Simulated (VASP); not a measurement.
# GePtN4 (P4/mmm) in VASP: a series of runs

GePtN4 is run at these levels: PBE; tasks: single point.

Program: VASP 6.6.1. These are calculated values, not measurements. Logs are shortened: lines on timing, memory, paths and dates and some standing lists are left out, and cuts for length are marked.

## (1) The cell of the first run

Symmetry: P4/mmm, No. 123, tetragonal system. The conventional cell has a = 3.710 Å, b = 3.710 Å, c = 8.756 Å, α = 90.00°, β = 90.00°, γ = 90.00°. Within 3.5 Å of Ge (site symmetry 4/mmm) lie 8 N at 2.69 Å. Pt (site symmetry 4/mmm) has 4 N at 1.85 Å within 2.5 Å. N (site symmetry mmm) has 2 Pt at 1.85 Å within 2.5 Å. Within 1.6 Å of N (site symmetry 4mm) lie 1 N at 1.19 Å.

## (2) Single point, PBE

Input file INCAR:

```
SYSTEM = GePtN4
  ALGO = Normal
  EDIFF = 1E-6
  ENCUT = 520
  GGA = PE
  ISIF = 2
  ISMEAR = 0
  LASPH = .TRUE.
  LCHARG = .FALSE.
  LREAL = .FALSE.
  LWAVE = .FALSE.
  NBANDS = 31
  NELM = 80
  PREC = Accurate
  SIGMA = 0.1
```

Input file KPOINTS:

```
k-points
0
G
  6 6 4
  0 0 0
```

Input file POSCAR:

```
GePtN4
1.0
    3.7096182779      0.0000000000      0.0000000000
    0.0000000000      3.7096182779      0.0000000000
    0.0000000000      0.0000000000      8.7564891671
Ge Pt N
1 1 4
Direct
    0.5000000000      0.5000000000      0.5000000000
    0.0000000000      0.0000000000      0.0000000000
    0.5000000000      0.0000000000      0.0000000000
    0.0000000000      0.5000000000      0.0000000000
    0.0000000000      0.0000000000      0.4318124527
    0.0000000000      0.0000000000      0.5681875473
```

Potentials or basis: VASP PAW PBE potentials, release 64 (Ge_d, Pt, N).

Run with:

```sh
$ cat potpaw_PBE.64/Ge_d/POTCAR potpaw_PBE.64/Pt/POTCAR potpaw_PBE.64/N/POTCAR > POTCAR
$ mpirun -np 1 vasp_std > vasp.out
```

OUTCAR:

```text
SYSTEM = GePtN4
   EDIFF = 1E-6
   ENCUT = 520
   GGA = PE
   ISIF = 2
   ISMEAR = 0
   LASPH = .TRUE.
   LREAL = .FALSE.
   NELM = 80
   PREC = Accurate

 ion  position               nearest neighbor table
   1  0.500  0.500  0.500-
   2  0.000  0.000  0.000-   3 1.85   4 1.85   4 1.85   3 1.85
   3  0.500  0.000  0.000-   2 1.85   2 1.85
   4  0.000  0.500  0.000-   2 1.85   2 1.85
   5  0.000  0.000  0.432-   6 1.19
   6  0.000  0.000  0.568-   5 1.19

  LATTYP: Found a simple tetragonal cell.
 ALAT       =     3.7096182779
 C/A-ratio  =     2.3604825379

  Lattice vectors:

 A1 = (   3.7096182779,   0.0000000000,   0.0000000000)
 A2 = (   0.0000000000,   3.7096182779,   0.0000000000)
 A3 = (   0.0000000000,   0.0000000000,   8.7564891671)

Analysis of symmetry for initial positions (statically):
=====================================================================
 Subroutine PRICEL returns:
 Original cell was already a primitive cell.

 Routine SETGRP: Setting up the symmetry group for a
 simple tetragonal supercell.

 Subroutine GETGRP returns: Found 16 space group operations
 (whereof 16 operations were pure point group operations)
 out of a pool of 16 trial point group operations.

The static configuration has the point symmetry D_4h.

Analysis of symmetry for dynamics (positions and initial velocities):
=====================================================================
 Subroutine PRICEL returns:
 Original cell was already a primitive cell.

 Routine SETGRP: Setting up the symmetry group for a
 simple tetragonal supercell.

 Subroutine GETGRP returns: Found 16 space group operations
 (whereof 16 operations were pure point group operations)
 out of a pool of 16 trial point group operations.

The dynamic configuration has the point symmetry D_4h.

 Subroutine INISYM returns: Found 16 space group operations
 (whereof 16 operations are pure point group operations),
 and found     1 'primitive' translations

----------------------------------------------------------------------------------------

                                     Primitive cell

  volume of cell :     120.5004

  direct lattice vectors                    reciprocal lattice vectors
     3.709618278  0.000000000  0.000000000     0.269569515  0.000000000  0.000000000
     0.000000000  3.709618278  0.000000000     0.000000000  0.269569515  0.000000000
     0.000000000  0.000000000  8.756489167     0.000000000  0.000000000  0.114201021

  length of vectors
     3.709618278  3.709618278  8.756489167     0.269569515  0.269569515  0.114201021

  position of ions in fractional coordinates (direct lattice)
     0.500000000  0.500000000  0.500000000
     0.000000000  0.000000000  0.000000000
     0.500000000  0.000000000  0.000000000
     0.000000000  0.500000000  0.000000000
     0.000000000  0.000000000  0.431812453
     0.000000000  0.000000000  0.568187547

  ion indices of the primitive-cell ions
   primitive index   ion index
                 1           1
                 2           2
                 3           3
                 4           4
                 5           5
                 6           6

----------------------------------------------------------------------------------------

 KPOINTS: k-points

Automatic generation of k-mesh.
 Grid dimensions read from file:
 generate k-points for:    6    6    4

 Generating k-lattice:

  Cartesian coordinates                     Fractional coordinates (reciprocal lattice)
     0.044928252  0.000000000  0.000000000     0.166666667  0.000000000  0.000000000
     0.000000000  0.044928252  0.000000000     0.000000000  0.166666667  0.000000000
     0.000000000  0.000000000  0.028550255     0.000000000  0.000000000  0.250000000

  Length of vectors
     0.044928252  0.044928252  0.028550255

  Shift w.r.t. Gamma in fractional coordinates (k-lattice)
     0.000000000  0.000000000  0.000000000

 Subroutine IBZKPT returns following result:
 ===========================================

 Found     30 irreducible k-points:

 Following reciprocal coordinates:
            Coordinates               Weight
  0.000000  0.000000  0.000000      1.000000
  0.166667  0.000000  0.000000      4.000000
  0.333333  0.000000  0.000000      4.000000
  0.500000  0.000000  0.000000      2.000000
  0.166667  0.166667  0.000000      4.000000
  0.333333  0.166667  0.000000      8.000000
[... 16 lines left out ...]
  0.333333  0.000000  0.500000      4.000000
  0.500000  0.000000  0.500000      2.000000
 [... further k-points ...]
   k-points           NKPTS =     30   k-points in BZ     NKDIM =     30   number of bands    NBANDS=     31
   number of dos      NEDOS =    301   number of ions     NIONS =      6
   total plane-waves  NPLWV =  54880
   dimension x,y,z NGX =    28 NGY =   28 NGZ =   70
   dimension x,y,z NGXF=    56 NGYF=   56 NGZF=  140
   ions per type =               1   1   4
   NGX,Y,Z   is equivalent  to a cutoff of  12.55, 12.55, 13.29 a.u.
   NGXF,Y,Z  is equivalent  to a cutoff of  25.10, 25.10, 26.58 a.u.
 SYSTEM =  GePtN4
   PREC   = accura    normal or accurate (medium, high low for compatibility)
   ISTART =      0    job   : 0-new  1-cont  2-samecut
   ICHARG =      2    charge: 1-file 2-atom 10-const
   ISPIN  =      1    spin polarized calculation?
   LNONCOLLINEAR =      F non collinear calculations
   LSORBIT =      F    spin-orbit coupling
   LASPH  =      T    aspherical Exc in radial PAW
   ENCUT  =  520.0 eV  38.22 Ry    6.18 a.u.   6.90  6.90 16.28*2*pi/ulx,y,z
   NELM   =     80;   NELMIN=  2; NELMDL= -5     # of ELM steps
   EDIFF  = 0.1E-05   stopping-criterion for ELM
   LREAL  =      F    real-space projection
   EDIFFG = 0.1E-04   stopping-criterion for IOM
   NSW    =      0    number of steps for IOM
   IBRION =     -1    ionic relax: 0-MD 1-quasi-New 2-CG
   NFREE  =      0    steps in history (QN), initial steepest desc. (CG)
   ISIF   =      2    stress and relaxation
   ISYM   =      2    0-nonsym 1-usesym 2-fastsym
   POTIM  = 0.5000    time-step for ionic-motion
   TEBEG  =    0.0;   TEEND  =   0.0 temperature during run
   PSTRESS=    0.0 pullay stress
   NELECT =      44.0000    total number of electrons
   NUPDOWN=      -1.0000    fix difference up-down
   EMIN   =  10.00;   EMAX   =-10.00  energy-range for DOS
   EFERMI =   0.00;   METHOD = LEGACY
   ISMEAR =     0;   SIGMA  =   0.10  broadening in eV -4-tet -1-fermi 0-gaus
   EFERMI_NEDOS =   21; number of points for ismear=-14 and -15
   IALGO  =     38    algorithm
   IMIX   =      4    mixing-type and parameters
     AMIX     =   0.40;   BMIX     =  1.00
     AMIX_MAG =   1.60;   BMIX_MAG =  1.00
  volume/ion in A,a.u.               =      20.08       135.53
  Fermi-wavevector in a.u.,A,eV,Ry     =   1.170118  2.211202 18.628764  1.369176
  Thomas-Fermi vector in A             =   2.306581
   LORBIT       =      0    0 simple, 1 ext, 2 COOP (PROOUT), +10 PAW based schemes
   GGA     = PE    functional components
   LHFCALC =     F    Hartree Fock is set to
   AEXX    =    0.0000 exact exchange contribution
   IVDW    =     0    specifies the selected vdW correction
   LEPSILON=     F    determine dielectric tensor
   LRPA    =     F    only Hartree local field effects (RPA)
 non-spin polarized calculation
 Gauss-broadening in eV      SIGMA  =   0.10
  energy-cutoff  :      520.00
  volume of cell :      120.50
 maximum number of plane-waves:      3268
 NGX is ok and might be reduce to    28
   NGX = 13   NGY = 13   NGZ = 33

 number of electron      43.9999985 magnetization

 Free energy of the ion-electron system (eV)
  ---------------------------------------------------
  ext. energy  EPLUGINS =         0.00000000
  ---------------------------------------------------
  free energy    TOTEN  =       -35.78086929 eV

  energy without entropy =      -35.77443638  energy(sigma->0) =      -35.77765283

 E-fermi :   1.7001     XC(G=0):  -8.3131

 val. band max:        1.6245246578   @ k =   0.5000   0.0000   0.0000
 cond. band min:       1.7865181276   @ k =   0.3333   0.3333   0.5000
 fundamental gap:      0.1619934698
 Fermi energy:         1.7000786932

 k-point     1 :       0.0000    0.0000    0.0000
  band No.  band energies     occupation
      1     -24.1924      2.00000
      2     -24.1817      2.00000
      3     -23.9484      2.00000
      4     -23.9484      2.00000
      5     -23.8928      2.00000
      6     -21.3227      2.00000
[... 23 lines left out ...]
     30       7.0402      0.00000
     31       7.3462      0.00000

 k-point     2 :       0.1667    0.0000    0.0000
  band No.  band energies     occupation
      1     -24.1905      2.00000
      2     -24.1830      2.00000
      3     -23.9492      2.00000
      4     -23.9483      2.00000
      5     -23.8893      2.00000
      6     -21.3065      2.00000
[... 23 lines left out ...]
     30       7.3564      0.00000
     31       8.3530      0.00000

 k-point     3 :       0.3333    0.0000    0.0000
  band No.  band energies     occupation
      1     -24.1867      2.00000
      2     -24.1857      2.00000
      3     -23.9509      2.00000
      4     -23.9481      2.00000
      5     -23.8824      2.00000
      6     -21.2737      2.00000
[... 23 lines left out ...]
     30       7.9534      0.00000
     31       8.2830      0.00000

 k-point     4 :       0.5000    0.0000    0.0000
  band No.  band energies     occupation
      1     -24.1870      2.00000
      2     -24.1848      2.00000
      3     -23.9517      2.00000
      4     -23.9480      2.00000
      5     -23.8789      2.00000
      6     -21.2570      2.00000
[... 23 lines left out ...]
     30       7.9907      0.00000
     31       8.2367      0.00000

 k-point     5 :       0.1667    0.1667    0.0000
  band No.  band energies     occupation
      1     -24.1885      2.00000
      2     -24.1858      2.00000
      3     -23.9492      2.00000
      4     -23.9491      2.00000
      5     -23.8865      2.00000
      6     -21.2880      2.00000
[... 23 lines left out ...]
     30       7.5694      0.00000
     31       8.3898      0.00000
[... 542 lines left out ...]
     30       7.3253      0.00000
     31       7.3531      0.00000

 k-point    22 :       0.1667    0.0000    0.5000
  band No.  band energies     occupation
      1     -24.1905      2.00000
      2     -24.1830      2.00000
      3     -23.9492      2.00000
      4     -23.9483      2.00000
      5     -23.8893      2.00000
      6     -21.3065      2.00000
[... 23 lines left out ...]
     30       7.4867      0.00000
     31       8.4217      0.00000

 k-point    23 :       0.3333    0.0000    0.5000
  band No.  band energies     occupation
      1     -24.1867      2.00000
      2     -24.1857      2.00000
      3     -23.9509      2.00000
      4     -23.9481      2.00000
      5     -23.8824      2.00000
      6     -21.2737      2.00000
[... 23 lines left out ...]
     30       7.9222      0.00000
     31       9.1019      0.00000

 k-point    24 :       0.5000    0.0000    0.5000
  band No.  band energies     occupation
      1     -24.1870      2.00000
      2     -24.1848      2.00000
      3     -23.9517      2.00000
      4     -23.9480      2.00000
      5     -23.8789      2.00000
      6     -21.2570      2.00000
[... 23 lines left out ...]
     30       8.5315      0.00000
     31       8.7555      0.00000

 [... further k-points ...]
[... 5 lines left out ...]
  --------------------------------------------------------------------------------------
  -------------------------------------------------------------------------------------
  Total       -0.2314558     -0.2314558      0.7713880      0.0000000      0.0000000     -0.0000000
  in kB       -3.0774440     -3.0774440     10.2564015      0.0000000      0.0000000     -0.0000000
  external PRESSURE =       1.3671712 kB  Pullay stress =       0.0000000 kB

 VOLUME and BASIS-vectors are now :
 -----------------------------------------------------------------------------
  energy-cutoff  :      520.00
  volume of cell :      120.50
      direct lattice vectors                 reciprocal lattice vectors
     3.709618278  0.000000000  0.000000000     0.269569515  0.000000000  0.000000000
     0.000000000  3.709618278  0.000000000     0.000000000  0.269569515  0.000000000
     0.000000000  0.000000000  8.756489167     0.000000000  0.000000000  0.114201021

 POSITION                                       TOTAL-FORCE (eV/Angst)
 -----------------------------------------------------------------------------------
      1.85481      1.85481      4.37824         0.000000      0.000000      0.000000
      0.00000      0.00000      0.00000         0.000000      0.000000      0.000000
      1.85481      0.00000      0.00000         0.000000      0.000000      0.000000
      0.00000      1.85481      0.00000         0.000000      0.000000      0.000000
      0.00000      0.00000      3.78116        -0.000000     -0.000000     -0.481302
      0.00000      0.00000      4.97533         0.000000     -0.000000      0.481302
 -----------------------------------------------------------------------------------
    total drift:                                0.000000      0.000000      0.000000

  FREE ENERGIE OF THE ION-ELECTRON SYSTEM (eV)
  ---------------------------------------------------
  free  energy   TOTEN  =       -35.7808692873 eV

  energy  without entropy=      -35.7744363762  energy(sigma->0) =      -35.77765283
```

It took 72 s on 1 thread of AMD EPYC 9R14 (Zen 4), shared host; peak memory 0.25 GiB.

What came out:

```yaml
Free_energy: -35.7809 eV
Pressure: 0.1 GPa
Largest_force: 0.481 eV/Å
Band_gap_on_the_k_mesh: zero (band 22 reaches 2.46 eV, above the bottom of band 23 at 1.01 eV)
```

Forces in eV/Å, atoms in the order of the input:
```
Ge   0.000  0.000  0.000
Pt   0.000  0.000  0.000
N    0.000  0.000  0.000
N    0.000  0.000  0.000
N    0.000  0.000 -0.481
N    0.000  0.000  0.481
```

Stress tensor (GPa, compression positive):
```
-0.31  0.00  0.00
 0.00 -0.31  0.00
 0.00  0.00  1.03
```

Caveat: the standard files for N, O and F lose accuracy on very short bonds; spin-orbit coupling is left out, which moves the levels of the heavy elements.

## (3) Single point, PBE

Input file INCAR:

```
SYSTEM = GePtN4
  ALGO = Normal
  EDIFF = 1E-6
  ENCUT = 600
  GGA = PE
  GGA_COMPAT = .FALSE.
  ISIF = 2
  ISMEAR = 0
  LASPH = .TRUE.
  LCHARG = .FALSE.
  LREAL = .FALSE.
  LWAVE = .FALSE.
  NBANDS = 35
  NELM = 120
  PREC = Accurate
  SIGMA = 0.1
```

KPOINTS is that of step 2.

POSCAR is that of step 2.

Potentials or basis: VASP PAW PBE potentials, release 64 (Ge_d, Pt_sv_GW, N).

Run with:

```sh
$ cat potpaw_PBE.64/Ge_d/POTCAR potpaw_PBE.64/Pt_sv_GW/POTCAR potpaw_PBE.64/N/POTCAR > POTCAR
$ mpirun -np 1 vasp_std > vasp.out
```

It took 1.9 min on 1 thread of Intel Xeon 6975P-C (Granite Rapids), shared host; peak memory 0.34 GiB.

Results (log left out):

- Free energy: -35.7658 eV
- Pressure: 0.2 GPa
- Largest force: 0.465 eV/Å
- Band gap on the k mesh: zero (band 26 reaches 2.39 eV, above the bottom of band 27 at 0.95 eV)

Forces in eV/Å, atoms in the order of the input:
```
Ge   0.000  0.000  0.000
Pt   0.000  0.000  0.000
N    0.000  0.000  0.000
N    0.000  0.000  0.000
N    0.000  0.000 -0.465
N    0.000  0.000  0.465
```

Stress tensor (GPa, compression positive):
```
-0.17  0.00  0.00
 0.00 -0.17  0.00
 0.00  0.00  0.82
```

Levels at points of the mesh, in eV from the Fermi level:
```
           k point  band 24  band 25  band 26  band 27  band 28  band 29
(0.00, 0.00, 0.00)    -3.31    -1.13    -0.68    -0.68     0.69     0.80
(0.50, 0.00, 0.00)    -2.27    -2.07    -1.29    -0.08     1.46     1.48
(0.50, 0.50, 0.00)     0.46     0.46     0.76     1.13     1.26     1.66
(0.00, 0.00, 0.50)    -3.31    -1.13    -0.68    -0.68     0.64     0.80
(0.50, 0.00, 0.50)    -2.26    -2.08    -1.28    -0.08     1.46     1.48
(0.50, 0.50, 0.50)     0.45     0.45     0.76     1.05     1.36     1.64
```

Caveat: the standard files for N, O and F lose accuracy on very short bonds; spin-orbit coupling is left out, which moves the levels of the heavy elements.
